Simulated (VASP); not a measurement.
# KZnF3 (P4/mmm) in VASP: notebook, part 2 of 2

VASP 6.6.1. The steps go on from the part before.

## 3. Single point, PBEsol (biaxial strain in the a-b plane: -4.5 %, then relaxed in part)

The input, INCAR:

```
ALGO = Normal
EDIFF = 1E-7
ENCUT = 520
GGA = PS
ISIF = 2
ISMEAR = 0
LASPH = T
LCHARG = T
LELF = T
LREAL = F
LVHAR = T
LWAVE = F
NBANDS = 29
NELM = 80
PREC = Accurate
SIGMA = 0.02
```

The input, KPOINTS:

```
k-points
0
Gamma
  6 6 6
```

The input, POSCAR:

```
KZnF3
1.0
    3.8696032749      0.0000000000      0.0000000000
    0.0000000000      3.8696032749      0.0000000000
    0.0000000000      0.0000000000      4.2152630629
K Zn F
1 1 3
Direct
    0.0000000000      0.0000000000      0.0000000000
    0.5000000000      0.5000000000      0.5000000000
    0.0000000000      0.5000000000      0.5000000000
    0.5000000000      0.0000000000      0.5000000000
    0.5000000000      0.5000000000      0.0000000000
```

Potentials or basis: VASP PAW PBE potentials, release 64 (K_sv, Zn, F).

Started as:

```
cat potpaw_PBE.64/K_sv/POTCAR potpaw_PBE.64/Zn/POTCAR potpaw_PBE.64/F/POTCAR > POTCAR
mpirun -np 1 vasp_std > vasp.out
```

OUTCAR:

```text
EDIFF = 1E-7
   ENCUT = 520
   GGA = PS
   ISIF = 2
   ISMEAR = 0
   LASPH = T
   LREAL = F
   NELM = 80
   PREC = Accurate

 ion  position               nearest neighbor table
   1  0.000  0.000  0.000-   5 2.74   5 2.74   5 2.74   5 2.74
   2  0.500  0.500  0.500-   3 1.93   4 1.93   4 1.93   3 1.93   5 2.11   5 2.11
   3  0.000  0.500  0.500-   2 1.93   2 1.93
   4  0.500  0.000  0.500-   2 1.93   2 1.93
   5  0.500  0.500  0.000-   2 2.11   2 2.11   1 2.74   1 2.74   1 2.74   1 2.74

  LATTYP: Found a simple tetragonal cell.
 ALAT       =     3.8696032749
 C/A-ratio  =     1.0893269318

  Lattice vectors:

 A1 = (   3.8696032749,   0.0000000000,   0.0000000000)
 A2 = (   0.0000000000,   3.8696032749,   0.0000000000)
 A3 = (   0.0000000000,   0.0000000000,   4.2152630629)

Analysis of symmetry for initial positions (statically):
=====================================================================
 Subroutine PRICEL returns:
 Original cell was already a primitive cell.

 Routine SETGRP: Setting up the symmetry group for a
 simple tetragonal supercell.

 Subroutine GETGRP returns: Found 16 space group operations
 (whereof 16 operations were pure point group operations)
 out of a pool of 16 trial point group operations.

The static configuration has the point symmetry D_4h.

Analysis of symmetry for dynamics (positions and initial velocities):
=====================================================================
 Subroutine PRICEL returns:
 Original cell was already a primitive cell.

 Routine SETGRP: Setting up the symmetry group for a
 simple tetragonal supercell.

 Subroutine GETGRP returns: Found 16 space group operations
 (whereof 16 operations were pure point group operations)
 out of a pool of 16 trial point group operations.

The dynamic configuration has the point symmetry D_4h.
[... 117 lines left out ...]
   NUPDOWN=      -1.0000    fix difference up-down
   EMIN   =  10.00;   EMAX   =-10.00  energy-range for DOS
   EFERMI =   0.00;   METHOD = LEGACY
   ISMEAR =     0;   SIGMA  =   0.02  broadening in eV -4-tet -1-fermi 0-gaus
   EFERMI_NEDOS =   21; number of points for ismear=-14 and -15
   IALGO  =     38    algorithm
   IMIX   =      4    mixing-type and parameters
     AMIX     =   0.40;   BMIX     =  1.00
     AMIX_MAG =   1.60;   BMIX_MAG =  1.00
  volume/ion in A,a.u.               =      12.62        85.19
  Fermi-wavevector in a.u.,A,eV,Ry     =   1.429241  2.700873 27.793019  2.042729
  Thomas-Fermi vector in A             =   2.549216
   LORBIT       =      0    0 simple, 1 ext, 2 COOP (PROOUT), +10 PAW based schemes
   GGA     = PS    functional components
   LHFCALC =     F    Hartree Fock is set to
   AEXX    =    0.0000 exact exchange contribution
   IVDW    =     0    specifies the selected vdW correction
   LEPSILON=     F    determine dielectric tensor
   LRPA    =     F    only Hartree local field effects (RPA)
 non-spin polarized calculation
 Gauss-broadening in eV      SIGMA  =   0.02
  energy-cutoff  :      520.00
  volume of cell :       63.12
 maximum number of plane-waves:      1719
 NGX is ok and might be reduce to    30
   NGX = 15   NGY = 15   NGZ = 15

 number of electron      41.9999980 magnetization

 Free energy of the ion-electron system (eV)
  ---------------------------------------------------
  ext. energy  EPLUGINS =         0.00000000
  ---------------------------------------------------
  free energy    TOTEN  =       -21.17093212 eV

  energy without entropy =      -21.17093212  energy(sigma->0) =      -21.17093212

 E-fermi :   0.0882     XC(G=0): -10.4139

 val. band max:       -0.0263562938   @ k =   0.5000   0.5000   0.5000
 cond. band min:       3.4668186681   @ k =   0.0000   0.0000   0.0000
 fundamental gap:      3.4931749619
 Fermi energy:         0.0881635658

 k-point     1 :       0.0000    0.0000    0.0000
  band No.  band energies     occupation
      1     -27.4235      2.00000
      2     -22.4681      2.00000
      3     -21.7951      2.00000
      4     -21.2538      2.00000
      5     -11.0521      2.00000
      6     -10.9545      2.00000
[... 757 lines left out ...]
     28      11.6125      0.00000
     29      12.0915      0.00000

 [... further k-points ...]
[... 5 lines left out ...]
  --------------------------------------------------------------------------------------
  -------------------------------------------------------------------------------------
  Total        3.6784001      3.6784001      0.0909882      0.0000000      0.0000000      0.0000000
  in kB       93.3709937     93.3709937      2.3096067      0.0000000      0.0000000      0.0000000
  external PRESSURE =      63.0171981 kB  Pullay stress =       0.0000000 kB

 VOLUME and BASIS-vectors are now :
 -----------------------------------------------------------------------------
  energy-cutoff  :      520.00
  volume of cell :       63.12
      direct lattice vectors                 reciprocal lattice vectors
     3.869603275  0.000000000  0.000000000     0.258424425  0.000000000  0.000000000
     0.000000000  3.869603275  0.000000000     0.000000000  0.258424425  0.000000000
     0.000000000  0.000000000  4.215263063     0.000000000  0.000000000  0.237233118

 POSITION                                       TOTAL-FORCE (eV/Angst)
 -----------------------------------------------------------------------------------
      0.00000      0.00000      0.00000         0.000000      0.000000      0.000000
      1.93480      1.93480      2.10763         0.000000      0.000000      0.000000
      0.00000      1.93480      2.10763         0.000000      0.000000      0.000000
      1.93480      0.00000      2.10763         0.000000      0.000000      0.000000
      1.93480      1.93480      0.00000         0.000000      0.000000      0.000000
 -----------------------------------------------------------------------------------
    total drift:                                0.000000      0.000000     -0.000000

  FREE ENERGIE OF THE ION-ELECTRON SYSTEM (eV)
  ---------------------------------------------------
  free  energy   TOTEN  =       -21.1709321187 eV

  energy  without entropy=      -21.1709321187  energy(sigma->0) =      -21.17093212
```

stdout:

```text
POSCAR found type information on POSCAR K ZnF
 POSCAR found :  3 types and       5 ions
 scaLAPACK will be used
 -----------------------------------------------------------------------------
|                                                                             |
|                                                                             |
|     You enforced a specific xc type in the INCAR file but a different       |
|     I HOPE YOU KNOW WHAT YOU ARE DOING!                                     |
|                                                                             |
 -----------------------------------------------------------------------------

 LDA part: xc-table for (Slater+PW92), standard interpolation
 POSCAR, INCAR and KPOINTS ok, starting setup
 FFT: planning ... GRIDC
 FFT: planning ... GRID_SOFT
 FFT: planning ... GRID
 WAVECAR not read
 entering main loop
```

Wall time 81 s (1 thread of Intel Xeon 8259CL, shared host); peak memory 0.22 GiB.

What came out:

```yaml
Free_energy: -21.1709 eV
Pressure: 6.3 GPa
Band_gap_on_the_k_mesh: 3.49 eV (least direct gap 5.84 eV)
```

Levels at points of the mesh, in eV from the valence-band top:
| k point | band 19 | band 20 | band 21 | band 22 | band 23 | band 24 |
| --- | --- | --- | --- | --- | --- | --- |
| (0.00, 0.00, 0.00) | -2.43 | -2.35 | -2.35 | 3.49 | 7.88 | 8.24 |
| (0.50, 0.00, 0.00) | -2.24 | -2.18 | -1.88 | 6.62 | 7.99 | 9.29 |
| (0.50, 0.50, 0.00) | -2.32 | -2.12 | 0.00 | 8.07 | 9.91 | 10.09 |
| (0.00, 0.00, 0.50) | -2.16 | -2.16 | -2.00 | 6.06 | 7.65 | 8.70 |
| (0.50, 0.00, 0.50) | -2.24 | -2.10 | -0.45 | 7.73 | 9.43 | 9.57 |
| (0.50, 0.50, 0.50) | -2.05 | -0.60 | 0.00 | 7.73 | 7.93 | 7.93 |

Caveat: the cell differs from its parent crystal (biaxial strain in the a-b plane: -4.5 %, then relaxed in part); the stress differs along the axes, from 0 to 9 GPa; the PAW data sets were made with another functional, which shifts forces and pressure a little.
